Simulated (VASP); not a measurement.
A run of VASP 6.6.1:

File INCAR:

```
SYSTEM = Co
PREC     = Accurate       ! precision mode
ENCUT    = 520            ! plane-wave cutoff, eV
EDIFF    = 1E-6           ! SCF threshold, eV
ISMEAR   = -1             ! smearing method
SIGMA    = 0.1            ! smearing width, eV
LREAL    = .False.        ! projectors in reciprocal space
LASPH    = .True.         ! aspherical terms in the spheres
NELM     = 150            ! most SCF steps
ALGO     = Normal         ! electronic algorithm
ISIF     = 2              ! what is computed and relaxed
LWAVE    = .False.        ! write WAVECAR
LCHARG   = .True.         ! write CHGCAR
ISPIN    = 2              ! spin polarisation
MAGMOM   = 2.5 2.5        ! initial moments
LORBIT   = 11             ! projections on sites
LMAXMIX  = 4              ! l up to which the mixer works
GGA      = PE             ! functional
IVDW     = 12             ! dispersion correction
LELF     = .True.         ! ELF
LVHAR    = .True.       
NBANDS   = 20             ! bands
```

Contents of KPOINTS:

```
regular mesh
0
Gamma
  12 12 7
  0 0 0
```

The input POSCAR:

```
Co
1.0
    2.4709542155      0.0000000000      0.0000000000
   -1.2354771077      2.1399091222      0.0000000000
    0.0000000000      0.0000000000      3.9918580324
Co
2
Direct
    0.3333333333      0.6666666667      0.2500000000
    0.6666666667      0.3333333333      0.7500000000
```

Potentials or basis: VASP PAW PBE potentials, release 64 (Co).

Launch:

```console
$ cat potpaw_PBE.64/Co/POTCAR > POTCAR
$ mpirun -np 1 vasp_std > vasp.out
```

Hardware: 1 thread of Intel(R) Xeon(R) 6975P-C (Granite Rapids), with other jobs on the host.

**Question.** Estimate the wall time of this run.

**Answer.** Wall time 25 s on 1 thread of Intel(R) Xeon(R) 6975P-C (Granite Rapids), on a shared host, peak memory 0.17 GiB. Counts: scf iterations 12, k points 76.
